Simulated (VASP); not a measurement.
HfNb2O7, 20 atoms in the cell. The cell holds an amorphous packing of atoms, 20 atoms: a = 6.404 Å, b = 6.709 Å, c = 6.565 Å, α = 91.59°, β = 90.95°, γ = 86.62°. 

```yaml
Program: VASP 6.6.1
Task: single point
Functional: PBE
Potentials_or_basis: VASP PAW PBE potentials, release 64 (Hf_pv, O, Nb_sv)
Cutoff: 520 eV
k_mesh: 1 × 1 × 1
Occupations: fermi-dirac, width 0.2361 eV
Spin: no spin polarisation
Dipole_correction: no
Further_INCAR_settings: LREAL = Auto; ALGO = Normal; EDIFF = 1e-07; NBANDS = 94; ISYM = 0
```

Potentials or basis: VASP PAW PBE potentials, release 64 (Hf_pv, O, Nb_sv).

Command:

```bash
$ cat potpaw_PBE.64/Hf_pv/POTCAR potpaw_PBE.64/O/POTCAR potpaw_PBE.64/Nb_sv/POTCAR > POTCAR
$ mpirun -np 1 vasp_gam > vasp.out
```

Hardware: 1 thread of Intel(R) Xeon(R) Platinum 8259CL CPU @ 2.50GHz (Skylake/Cascade Lake), with other jobs on the host.

Question: How long does it take, and how much memory?

Answer: It took 100 s on 1 thread of Intel(R) Xeon(R) Platinum 8259CL CPU @ 2.50GHz (Skylake/Cascade Lake), with other jobs on the host, peak memory 0.33 GiB. Counts: scf iterations 20, k points 1.
